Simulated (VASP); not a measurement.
# TiAl (P-6m2) in VASP: single point with PBE

Aim: the single point of TiAl with PBE.

Everything below comes from runs of VASP 6.6.1. Logs are shortened: lines on timing, memory, paths and dates and some standing lists are left out, and cuts for length are marked.

## Step 1: The cell of the first run

The structure is hexagonal, space group P-6m2 (No. 187). The conventional cell has a = 2.760 Å, b = 2.760 Å, c = 4.925 Å, α = 90.00°, β = 90.00°, γ = 120.00°. Ti (site symmetry -6m2) has 6 Ti at 2.76 Å and 6 Al at 2.93 Å within 3.6 Å. Within 3.6 Å of Al (site symmetry -6m2) lie 6 Al at 2.76 Å and 6 Ti at 2.93 Å.

## Step 2: Single point, PBE (strained)

INCAR

```
PREC = Accurate
ENCUT = 500
EDIFF = 1E-6
ISMEAR = 0
SIGMA = 0.1
LREAL = F
LASPH = T
NELM = 120
ALGO = Normal
ISIF = 2
LWAVE = F
LCHARG = T
GGA = PE
LELF = T
LVHAR = T
NBANDS = 14
GGA_COMPAT = F
```

KPOINTS

```
Automatic mesh
0
Gamma
  18 18 10
```

POSCAR

```
TiAl
1.0
    2.7603420240      0.0000000000      0.0000000000
   -1.3801710120      2.3905263159      0.0000000000
    0.0000000000      0.0000000000      4.9246647549
Ti Al
1 1
Direct
    0.0000000000      0.0000000000      0.0000000000
    0.3333333300      0.6666666700      0.5000000000
```

Potentials or basis: VASP PAW PBE potentials, release 64 (Ti_sv, Al).

Command:

```sh
> cat potpaw_PBE.64/Ti_sv/POTCAR potpaw_PBE.64/Al/POTCAR > POTCAR
> mpirun -np 1 vasp_std > vasp.out
```

OUTCAR:

```text
PREC = Accurate
   ENCUT = 500
   EDIFF = 1E-6
   ISMEAR = 0
   LREAL = F
   LASPH = T
   NELM = 120
   ISIF = 2
   GGA = PE

 ion  position               nearest neighbor table
   1  0.000  0.000  0.000-   2 2.93   2 2.93   2 2.93   2 2.93   2 2.93   2 2.93
   2  0.333  0.667  0.500-   1 2.93   1 2.93   1 2.93   1 2.93   1 2.93   1 2.93

  LATTYP: Found a hexagonal cell.
 ALAT       =     2.7603420240
 C/A-ratio  =     1.7840777382

  Lattice vectors:

 A1 = (   2.7603420240,   0.0000000000,   0.0000000000)
 A2 = (  -1.3801710120,   2.3905263159,   0.0000000000)
 A3 = (   0.0000000000,   0.0000000000,   4.9246647549)

Analysis of symmetry for initial positions (statically):
=====================================================================
 Subroutine PRICEL returns:
 Original cell was already a primitive cell.

 Routine SETGRP: Setting up the symmetry group for a
 hexagonal supercell.

 Subroutine GETGRP returns: Found 12 space group operations
 (whereof 12 operations were pure point group operations)
 out of a pool of 24 trial point group operations.

The static configuration has the point symmetry D_3h.

Analysis of symmetry for dynamics (positions and initial velocities):
=====================================================================
 Subroutine PRICEL returns:
 Original cell was already a primitive cell.

 Routine SETGRP: Setting up the symmetry group for a
 hexagonal supercell.

 Subroutine GETGRP returns: Found 12 space group operations
 (whereof 12 operations were pure point group operations)
 out of a pool of 24 trial point group operations.

The dynamic configuration has the point symmetry D_3h.

 Subroutine INISYM returns: Found 12 space group operations
 (whereof 12 operations are pure point group operations),
 and found     1 'primitive' translations

----------------------------------------------------------------------------------------

                                     Primitive cell

  volume of cell :      32.4962

  direct lattice vectors                    reciprocal lattice vectors
     2.760342024  0.000000000  0.000000000     0.362273947  0.209158961  0.000000000
    -1.380171012  2.390526316  0.000000000     0.000000000  0.418317922  0.000000000
     0.000000000  0.000000000  4.924664755     0.000000000  0.000000000  0.203059508

  length of vectors
     2.760342024  2.760342024  4.924664755     0.418317922  0.418317922  0.203059508

  position of ions in fractional coordinates (direct lattice)
     0.000000000  0.000000000  0.000000000
     0.333333330  0.666666670  0.500000000

  ion indices of the primitive-cell ions
   primitive index   ion index
                 1           1
                 2           2

----------------------------------------------------------------------------------------

 KPOINTS: Automatic mesh

Automatic generation of k-mesh.
 Grid dimensions read from file:
 generate k-points for:   18   18   10

 Generating k-lattice:

  Cartesian coordinates                     Fractional coordinates (reciprocal lattice)
     0.020126330  0.011619942  0.000000000     0.055555556  0.000000000  0.000000000
     0.000000000  0.023239885  0.000000000     0.000000000  0.055555556  0.000000000
     0.000000000  0.000000000  0.020305951     0.000000000  0.000000000  0.100000000

  Length of vectors
     0.023239885  0.023239885  0.020305951

  Shift w.r.t. Gamma in fractional coordinates (k-lattice)
     0.000000000  0.000000000  0.000000000

 Subroutine IBZKPT returns following result:
 ===========================================

 Found    222 irreducible k-points:

 Following reciprocal coordinates:
            Coordinates               Weight
  0.000000  0.000000  0.000000      1.000000
  0.055556  0.000000  0.000000      6.000000
  0.111111  0.000000  0.000000      6.000000
  0.166667  0.000000  0.000000      6.000000
  0.222222 -0.000000  0.000000      6.000000
  0.277778  0.000000  0.000000      6.000000
[... 16 lines left out ...]
  0.333333  0.111111  0.000000     12.000000
  0.388889  0.111111  0.000000     12.000000
 [... further k-points ...]
   k-points           NKPTS =    222   k-points in BZ     NKDIM =    222   number of bands    NBANDS=     14
   number of dos      NEDOS =    301   number of ions     NIONS =      2
   total plane-waves  NPLWV =  14400
   dimension x,y,z NGX =    20 NGY =   20 NGZ =   36
   dimension x,y,z NGXF=    40 NGYF=   40 NGZF=   72
   ions per type =               1   1
   NGX,Y,Z   is equivalent  to a cutoff of  12.05, 12.05, 12.15 a.u.
   NGXF,Y,Z  is equivalent  to a cutoff of  24.09, 24.09, 24.31 a.u.
 SYSTEM =  unknown system
   PREC   = accura    normal or accurate (medium, high low for compatibility)
   ISTART =      0    job   : 0-new  1-cont  2-samecut
   ICHARG =      2    charge: 1-file 2-atom 10-const
   ISPIN  =      1    spin polarized calculation?
   LNONCOLLINEAR =      F non collinear calculations
   LSORBIT =      F    spin-orbit coupling
   LASPH  =      T    aspherical Exc in radial PAW
   ENCUT  =  500.0 eV  36.75 Ry    6.06 a.u.   5.03  5.03  8.98*2*pi/ulx,y,z
   NELM   =    120;   NELMIN=  2; NELMDL= -5     # of ELM steps
   EDIFF  = 0.1E-05   stopping-criterion for ELM
   LREAL  =      F    real-space projection
   EDIFFG = 0.1E-04   stopping-criterion for IOM
   NSW    =      0    number of steps for IOM
   IBRION =     -1    ionic relax: 0-MD 1-quasi-New 2-CG
   NFREE  =      0    steps in history (QN), initial steepest desc. (CG)
   ISIF   =      2    stress and relaxation
   ISYM   =      2    0-nonsym 1-usesym 2-fastsym
   POTIM  = 0.5000    time-step for ionic-motion
   TEBEG  =    0.0;   TEEND  =   0.0 temperature during run
   PSTRESS=    0.0 pullay stress
   NELECT =      15.0000    total number of electrons
   NUPDOWN=      -1.0000    fix difference up-down
   EMIN   =  10.00;   EMAX   =-10.00  energy-range for DOS
   EFERMI =   0.00;   METHOD = LEGACY
   ISMEAR =     0;   SIGMA  =   0.10  broadening in eV -4-tet -1-fermi 0-gaus
   EFERMI_NEDOS =   21; number of points for ismear=-14 and -15
   IALGO  =     38    algorithm
   IMIX   =      4    mixing-type and parameters
     AMIX     =   0.40;   BMIX     =  1.00
     AMIX_MAG =   1.60;   BMIX_MAG =  1.00
  volume/ion in A,a.u.               =      16.25       109.65
  Fermi-wavevector in a.u.,A,eV,Ry     =   1.265205  2.390891 21.779439  1.600744
  Thomas-Fermi vector in A             =   2.398470
   LORBIT       =      0    0 simple, 1 ext, 2 COOP (PROOUT), +10 PAW based schemes
   GGA     = PE    functional components
   LHFCALC =     F    Hartree Fock is set to
   AEXX    =    0.0000 exact exchange contribution
   IVDW    =     0    specifies the selected vdW correction
   LEPSILON=     F    determine dielectric tensor
   LRPA    =     F    only Hartree local field effects (RPA)
 non-spin polarized calculation
 Gauss-broadening in eV      SIGMA  =   0.10
  energy-cutoff  :      500.00
  volume of cell :       32.50
 maximum number of plane-waves:       843
 NGX is ok and might be reduce to    20
   NGX =  9   NGY =  9   NGZ = 17

 number of electron      15.0000009 magnetization

 Free energy of the ion-electron system (eV)
  ---------------------------------------------------
  ext. energy  EPLUGINS =         0.00000000
  ---------------------------------------------------
  free energy    TOTEN  =       -11.97680188 eV

  energy without entropy =      -11.96713262  energy(sigma->0) =      -11.97196725

 E-fermi :   8.2393     XC(G=0): -11.0270

 val. band max:        8.2329392520   @ k =   0.2778   0.1111   0.5000
 cond. band min:       8.2395667830   @ k =   0.2222   0.2222   0.2000
 fundamental gap:      0.0066275311
 Fermi energy:         8.2393262758

 k-point     1 :       0.0000    0.0000    0.0000
  band No.  band energies     occupation
      1     -48.2889      2.00000
      2     -24.6224      2.00000
      3     -24.0529      2.00000
      4     -24.0529      2.00000
      5      -1.0737      2.00000
      6       5.4817      2.00000
      7       5.6578      2.00000
      8       9.5383      0.00000
      9       9.5383      0.00000
     10      11.1377      0.00000
     11      11.2919      0.00000
     12      11.2919      0.00000
     13      22.0993      0.00000
     14      22.0993      0.00000

 k-point     2 :       0.0556    0.0000    0.0000
  band No.  band energies     occupation
      1     -48.2846      2.00000
      2     -24.6184      2.00000
      3     -24.0783      2.00000
      4     -24.0586      2.00000
      5      -0.9914      2.00000
      6       5.5814      2.00000
      7       5.6846      2.00000
      8       9.4568      0.00000
      9       9.6104      0.00000
     10      11.1666      0.00000
     11      11.2685      0.00000
     12      11.2768      0.00000
     13      20.7049      0.00000
     14      21.3802      0.00000

 k-point     3 :       0.1111    0.0000    0.0000
  band No.  band energies     occupation
      1     -48.2720      2.00000
      2     -24.6068      2.00000
      3     -24.1509      2.00000
      4     -24.0748      2.00000
      5      -0.7456      2.00000
      6       5.7621      2.00000
      7       5.8683      2.00000
      8       9.2371      0.00000
      9       9.8222      0.00000
     10      11.2018      0.00000
     11      11.2406      0.00000
     12      11.2494      0.00000
     13      18.6687      0.00000
     14      20.4332      0.00000
[... 324 lines left out ...]
 k-point    23 :       0.3333    0.1111    0.0000
  band No.  band energies     occupation
      1     -48.1543      2.00000
      2     -24.7513      2.00000
      3     -24.4990      2.00000
      4     -24.2713      2.00000
      5       2.9606      2.00000
      6       6.5570      2.00000
      7       7.0024      2.00000
      8       7.9134      2.00000
      9      10.0965      0.00000
     10      11.0019      0.00000
     11      12.1841      0.00000
     12      12.2026      0.00000
     13      13.4105      0.00000
     14      15.0185      0.00000

 k-point    24 :       0.3889    0.1111    0.0000
  band No.  band energies     occupation
      1     -48.1422      2.00000
      2     -24.8099      2.00000
      3     -24.4879      2.00000
      4     -24.2917      2.00000
      5       4.0021      2.00000
      6       6.4363      2.00000
      7       6.6530      2.00000
      8       7.3139      2.00000
      9       9.9539      0.00000
     10      11.2716      0.00000
     11      12.1412      0.00000
     12      12.5543      0.00000
     13      13.8735      0.00000
     14      15.0372      0.00000

 [... further k-points ...]

------------------------ aborting loop because EDIFF is reached ----------------------------------------

  FORCE on cell =-STRESS in cart. coord.  units (eV):
  Direction    XX          YY          ZZ          XY          YZ          ZX
  --------------------------------------------------------------------------------------
  -------------------------------------------------------------------------------------
  Total        1.6925495      1.6925495     -1.7510835     -0.0000000     -0.0000000      0.0000000
  in kB       83.4485630     83.4485630    -86.3344914     -0.0000000     -0.0000000      0.0000000
  external PRESSURE =      26.8542116 kB  Pullay stress =       0.0000000 kB

 VOLUME and BASIS-vectors are now :
 -----------------------------------------------------------------------------
  energy-cutoff  :      500.00
  volume of cell :       32.50
      direct lattice vectors                 reciprocal lattice vectors
     2.760342024  0.000000000  0.000000000     0.362273947  0.209158961  0.000000000
    -1.380171012  2.390526316  0.000000000     0.000000000  0.418317922  0.000000000
     0.000000000  0.000000000  4.924664755     0.000000000  0.000000000  0.203059508

 POSITION                                       TOTAL-FORCE (eV/Angst)
 -----------------------------------------------------------------------------------
      0.00000      0.00000      0.00000         0.000000     -0.000000      0.000000
     -0.00000      1.59368      2.46233        -0.000000      0.000000      0.000000
 -----------------------------------------------------------------------------------
    total drift:                               -0.000000      0.000000     -0.000000

  FREE ENERGIE OF THE ION-ELECTRON SYSTEM (eV)
  ---------------------------------------------------
  free  energy   TOTEN  =       -11.9768018780 eV

  energy  without entropy=      -11.9671326173  energy(sigma->0) =      -11.97196725
```

Run time: 1.8 min. Hardware: 1 thread of Intel Xeon 8259CL, shared host; peak memory 0.22 GiB.

What came out:

- Free energy: -11.9768 eV
- Pressure: 2.7 GPa
- Band gap on the k mesh: zero (an odd number of electrons rules out a gap without spin polarisation)

Levels at points of the mesh, in eV from the Fermi level:
| k point | band 5 | band 6 | band 7 | band 8 | band 9 | band 10 |
| --- | --- | --- | --- | --- | --- | --- |
| (0.00, 0.00, 0.00) | -9.31 | -2.76 | -2.58 | 1.30 | 1.30 | 2.90 |
| (0.50, 0.00, 0.00) | -3.70 | -2.68 | -1.71 | -1.28 | 2.33 | 3.79 |
| (0.00, 0.00, 0.50) | -8.62 | -5.55 | -1.00 | 1.30 | 1.30 | 3.02 |
| (0.50, 0.00, 0.50) | -3.64 | -2.59 | -2.00 | 0.67 | 0.87 | 2.22 |

Caveat: the cell differs from its parent crystal (strained); the stress differs along the axes, from -9 to 8 GPa.
